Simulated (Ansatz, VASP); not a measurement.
# Be: VASP beside Ansatz

```
CELL_PARAMETERS angstrom
0.00000 1.54689 1.54689
1.54689 0.00000 1.54689
1.54689 1.54689 0.00000
ATOMIC_POSITIONS crystal
Be 0.00000 0.00000 0.00000
```

Change from the starting cell: volume scaled by 0.95, PAW files.

Alike in both runs: task single point; functional PBEsol; k mesh 23 × 23 × 23; occupations fermi-dirac, width 0.05 eV; no spin polarisation.

```csv
,VASP,Ansatz
version,VASP 6.6.1,Ansatz 0.2.0
potentials or method,"VASP PAW PBE potentials, release 64 (Be)","PAW with Ansatz's default frozen-core files, scalar-relativistic"
plane-wave cutoff (eV),520,420
valence electrons in the cell,2,2
```

|  | VASP | Ansatz | Ansatz less VASP |
| --- | --- | --- | --- |
| pressure (GPa) | 7.3 | 6.8 | -0.43 |

VASP's potentials were made for PBE, not for PBEsol. With one functional, cell and mesh, what is left measures potentials, basis and numerics.
